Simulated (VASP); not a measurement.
# SiC (P-6m2) in VASP: notebook

Runs on SiC. Level: PBE. Tasks: relaxation of cell and atoms.

Program: VASP 6.6.1. These are calculated values, not measurements. Logs are shortened: lines on timing, memory, paths and dates and some standing lists are left out, and cuts for length are marked.

### 1 The cell of the first run

Symmetry: P-6m2, No. 187, hexagonal system. Conventional cell: a = 3.095 Å, b = 3.095 Å, c = 5.684 Å, α = 90.00°, β = 90.00°, γ = 120.00°. Si (site symmetry -6m2) has 3 C at 1.79 Å within 2.4 Å. Within 2.4 Å of C (site symmetry -6m2) lie 3 Si at 1.79 Å.

### 2 Relaxation of cell and atoms, PBE

INCAR reads:

```
SYSTEM = SiC
ALGO = Normal
EDIFF = 1E-7
EDIFFG = -0.01
ENCUT = 910
GGA = PE
GGA_COMPAT = .False.
IBRION = 2
ISIF = 3
ISMEAR = 0
LASPH = .True.
LCHARG = .False.
LREAL = .False.
LWAVE = .False.
NELM = 120
NELMIN = 4
NSW = 100
PREC = Accurate
SIGMA = 0.02
```

KPOINTS reads:

```
k-points
0
Gamma
  12 12 6
  0 0 0
```

POSCAR reads:

```
SiC
1.0
    3.0950049463      0.0000000000      0.0000000000
   -1.5475024731      2.6803529083      0.0000000000
    0.0000000000      0.0000000000      5.6843388287
Si C
1 1
Direct
    0.6666666667      0.3333333333      0.0000000000
    0.3333333333      0.6666666667      0.0000000000
```

Potentials or basis: VASP PAW PBE potentials, release 64 (Si, C_h).

Run with:

```
$ cat potpaw_PBE.64/Si/POTCAR potpaw_PBE.64/C_h/POTCAR > POTCAR
$ mpirun -np 1 vasp_std > vasp.out
```

OUTCAR:

```text
SYSTEM = SiC
   EDIFF = 1E-7
   EDIFFG = -0.01
   ENCUT = 910
   GGA = PE
   IBRION = 2
   ISIF = 3
   ISMEAR = 0
   LASPH = .True.
   LREAL = .False.
   NELM = 120
   NELMIN = 4
   NSW = 100
   PREC = Accurate

 ion  position               nearest neighbor table
   1  0.667  0.333  0.000-   2 1.79   2 1.79   2 1.79
   2  0.333  0.667  0.000-   1 1.79   1 1.79   1 1.79

  LATTYP: Found a hexagonal cell.
 ALAT       =     3.0950049463
 C/A-ratio  =     1.8366170418

  Lattice vectors:

 A1 = (   3.0950049463,   0.0000000000,   0.0000000000)
 A2 = (  -1.5475024731,   2.6803529083,   0.0000000000)
 A3 = (   0.0000000000,   0.0000000000,   5.6843388287)

Analysis of symmetry for initial positions (statically):
=====================================================================
 Subroutine PRICEL returns:
 Original cell was already a primitive cell.

 Routine SETGRP: Setting up the symmetry group for a
 hexagonal supercell.

 Subroutine GETGRP returns: Found 12 space group operations
 (whereof 12 operations were pure point group operations)
 out of a pool of 24 trial point group operations.

The static configuration has the point symmetry D_3h.

Analysis of symmetry for dynamics (positions and initial velocities):
=====================================================================
 Subroutine PRICEL returns:
 Original cell was already a primitive cell.

 Routine SETGRP: Setting up the symmetry group for a
 hexagonal supercell.

 Subroutine GETGRP returns: Found 12 space group operations
 (whereof 12 operations were pure point group operations)
 out of a pool of 24 trial point group operations.

The dynamic configuration has the point symmetry D_3h.

 Subroutine INISYM returns: Found 12 space group operations
 (whereof 12 operations are pure point group operations),
 and found     1 'primitive' translations

----------------------------------------------------------------------------------------

                                     Primitive cell

  volume of cell :      47.1556

  direct lattice vectors                    reciprocal lattice vectors
     3.095004946  0.000000000  0.000000000     0.323101261  0.186542600  0.000000000
    -1.547502473  2.680352908  0.000000000     0.000000000  0.373085200  0.000000000
     0.000000000  0.000000000  5.684338829     0.000000000  0.000000000  0.175921955

  length of vectors
[... 110 lines left out ...]
   IVDW    =     0    specifies the selected vdW correction
   LEPSILON=     F    determine dielectric tensor
   LRPA    =     F    only Hartree local field effects (RPA)
 conjugate gradient relaxation of ions
 non-spin polarized calculation
 Gauss-broadening in eV      SIGMA  =   0.02
  energy-cutoff  :      910.00
  volume of cell :       47.16
 maximum number of plane-waves:      2974
   NGX = 15   NGY = 15   NGZ = 27

--------------------------------------- Ionic step        1  -------------------------------------------

 number of electron       8.0000000 magnetization

 Free energy of the ion-electron system (eV)
  ---------------------------------------------------
  ext. energy  EPLUGINS =         0.00000000
  ---------------------------------------------------
  free energy    TOTEN  =       -14.06381830 eV

  energy without entropy =      -14.06381830  energy(sigma->0) =      -14.06381830

------------------------ aborting loop because EDIFF is reached ----------------------------------------

  FORCE on cell =-STRESS in cart. coord.  units (eV):
  Direction    XX          YY          ZZ          XY          YZ          ZX
  --------------------------------------------------------------------------------------
  -------------------------------------------------------------------------------------
  Total        0.0246116      0.0246116     -0.0278388      0.0000000      0.0000000     -0.0000000
  in kB        0.8362128      0.8362128     -0.9458613      0.0000000      0.0000000     -0.0000000
  external PRESSURE =       0.2421881 kB  Pullay stress =       0.0000000 kB
[... 89 lines left out ...]
  FREE ENERGIE OF THE ION-ELECTRON SYSTEM (eV)
  ---------------------------------------------------
  free  energy   TOTEN  =       -14.0638307763 eV

  energy  without entropy=      -14.0638307763  energy(sigma->0) =      -14.06383078

[... ionic steps 4 to 8 ...]

--------------------------------------- Ionic step        9  -------------------------------------------

 number of electron       8.0000000 magnetization

------------------------ aborting loop because EDIFF is reached ----------------------------------------
[... 67 lines left out ...]
--------------------------------------- Ionic step       11  -------------------------------------------

 number of electron       8.0000000 magnetization

 Free energy of the ion-electron system (eV)
  ---------------------------------------------------
  ext. energy  EPLUGINS =         0.00000000
  ---------------------------------------------------
  free energy    TOTEN  =       -14.06538640 eV

  energy without entropy =      -14.06538640  energy(sigma->0) =      -14.06538640

 E-fermi :   1.7144     XC(G=0):  -7.3794

 val. band max:        1.6139835466   @ k =   0.3333   0.3333   0.0000
 cond. band min:       3.8280252013   @ k =   0.5000   0.0000   0.5000
 fundamental gap:      2.2140416548
 Fermi energy:         1.7143691981

 k-point     1 :       0.0000    0.0000    0.0000
  band No.  band energies     occupation
      1     -12.1492      2.00000
      2      -2.0287      2.00000
      3       0.2080      2.00000
      4       0.2080      2.00000
      5       3.9926      0.00000
      6       8.5774      0.00000
      7       9.0480      0.00000
      8       9.0480      0.00000
[... 243 lines left out ...]
 k-point    24 :       0.3333    0.0000    0.1667
  band No.  band energies     occupation
      1     -10.4187      2.00000
      2      -4.4556      2.00000
      3      -1.0039      2.00000
      4      -0.3395      2.00000
      5       5.5479      0.00000
      6       6.1100      0.00000
      7       7.6723      0.00000
      8      11.6989      0.00000

 [... further k-points ...]

------------------------ aborting loop because EDIFF is reached ----------------------------------------

  FORCE on cell =-STRESS in cart. coord.  units (eV):
  Direction    XX          YY          ZZ          XY          YZ          ZX
  --------------------------------------------------------------------------------------
  -------------------------------------------------------------------------------------
  Total       -0.0016648     -0.0016648     -0.0060315     -0.0000000     -0.0000000     -0.0000000
  in kB       -0.0624761     -0.0624761     -0.2263455     -0.0000000     -0.0000000     -0.0000000
  external PRESSURE =      -0.1170992 kB  Pullay stress =       0.0000000 kB
[... 17 lines left out ...]
  FREE ENERGIE OF THE ION-ELECTRON SYSTEM (eV)
  ---------------------------------------------------
  free  energy   TOTEN  =       -14.0653863950 eV

  energy  without entropy=      -14.0653863950  energy(sigma->0) =      -14.06538640

 reached required accuracy - stopping structural energy minimisation
```

Run time: 6.7 min. Hardware: 1 thread of Intel Xeon Platinum 8488C (Sapphire Rapids), shared host; peak memory 0.26 GiB.

Results:

```
Free energy                           : -14.0654 eV
Relaxed volume                        : 21.35 Å³/atom
Relaxed cell                          : a = 3.096 Å, b = 3.096 Å, c = 5.144 Å, α = 90.00°, β = 90.00°, γ = 120.00°
Space group after relaxing (to 0.1 Å) : P-6m2 (No. 187)
Energy gained by relaxing             : 0.8 meV/atom
Ionic steps                           : 11
Pressure after relaxing               : 0.0 GPa
Band gap on the k mesh                : 2.21 eV (least direct gap 2.40 eV)
```

Step by step:
| step | energy change (eV) | largest force (eV/Å) | pressure (GPa) | volume (Å³) |
| --- | --- | --- | --- | --- |
| 1 | 0.0000 | 0.0000 | 0.02 | 47.16 |
| 2 | 0.0000 | 0.0000 | -0.14 | 47.18 |
| 3 | 0.0000 | 0.0000 | -0.06 | 47.17 |
| 4 | 0.0000 | 0.0000 | -0.06 | 47.12 |
| 5 | -0.0001 | 0.0000 | -0.05 | 46.98 |
| 6 | -0.0003 | 0.0000 | -0.04 | 46.71 |
| 7 | -0.0005 | 0.0000 | 0.00 | 46.16 |
| 8 | -0.0010 | 0.0000 | 0.06 | 45.06 |
| 9 | -0.0015 | 0.0000 | 0.20 | 42.86 |
| 10 | -0.0015 | 0.0000 | 0.15 | 42.82 |
| 11 | -0.0016 | 0.0000 | -0.01 | 42.69 |

Final structure:
```yaml
crystal:
  lattice:
    - [3.09574, 0.00000, 0.00000]
    - [-1.54787, 2.68099, 0.00000]
    - [0.00000, 0.00000, 5.14405]
  atoms:
    - { symbol: Si, position: [0.66667, 0.33333, 0.00000] }
    - { symbol: C, position: [0.33333, 0.66667, 0.00000] }
```

Caveat: the cutoff is under 1.25 times the usual one of these potentials, so pressure, stress and relaxed cells hold a basis-set (Pulay) error. A k mesh can miss the band edges.

### 3 Relaxation of cell and atoms, PBE

This run uses another cell than the first one.

INCAR reads:

```
ALGO = Normal
EDIFF = 1E-7
EDIFFG = -0.04
ENCUT = 910
GGA = PE
GGA_COMPAT = F
IBRION = 2
ISIF = 3
ISMEAR = 0
LASPH = T
LCHARG = F
LREAL = F
LWAVE = F
NELM = 120
NELMIN = 4
NSW = 90
PREC = Accurate
SIGMA = 0.1
```

KPOINTS reads:

```
k-points
0
Gamma
  12 12 2
```

POSCAR reads:

```
SiC
1.0
    1.5862834500      0.0000000000      0.0000000000
   -0.7931417200      1.3737617600      0.0000000000
    0.0000000000      0.0000000000     12.8535547300
Si C
1 1
Direct
    0.6666666700      0.3333333300      0.0000000000
    0.3333333300      0.6666666700      0.0000000000
```

Potentials or basis: VASP PAW PBE potentials, release 64 (Si, C_h).

Run with:

```
$ cat potpaw_PBE.64/Si/POTCAR potpaw_PBE.64/C_h/POTCAR > POTCAR
$ mpirun -np 1 vasp_std > vasp.out
```

It took 3.4 min on 1 thread of Intel Xeon Platinum 8559C (Emerald Rapids), shared host; peak memory 0.18 GiB.

The run converged. Its results:

| Item | Value |
| --- | --- |
| Free energy | -11.8189 eV |
| Relaxed volume | 19.17 Å³/atom |
| Relaxed cell | a = 3.001 Å, b = 3.001 Å, c = 4.917 Å, α = 90.00°, β = 90.00°, γ = 120.00° |
| Space group after relaxing (to 0.1 Å) | P-6m2 (No. 187) |
| Band gap on the k mesh | 2.46 eV (least direct gap 2.84 eV) |

Final structure:
```
Si C
1.0
     3.00096    0.00000    0.00000
    -1.50048    2.59890    0.00000
     0.00000    0.00000    4.91699
Si C
1 1
Direct
  0.66667 0.33333 0.00000
  0.33333 0.66667 0.00000
```

Levels at points of the mesh, in eV from the valence-band top:
```csv
k point,band 1,band 2,band 3,band 4,band 5,band 6,band 7,band 8
"(0.00, 0.00, 0.00)",-14.12,-3.77,-0.57,-0.57,2.53,8.28,8.35,8.35
"(0.50, 0.00, 0.00)",-10.99,-7.86,-2.38,-0.67,3.16,4.33,7.81,9.09
"(0.00, 0.00, 0.50)",-14.10,-4.24,-0.57,-0.57,5.40,5.99,8.37,8.37
"(0.50, 0.00, 0.50)",-10.98,-7.84,-2.37,-0.92,2.46,4.57,9.80,10.38
```

Caveat: the cutoff is under 1.25 times the usual one of these potentials, so pressure, stress and relaxed cells hold a basis-set (Pulay) error; the volume moved by over 15 % at a fixed basis, so the end points are rough.
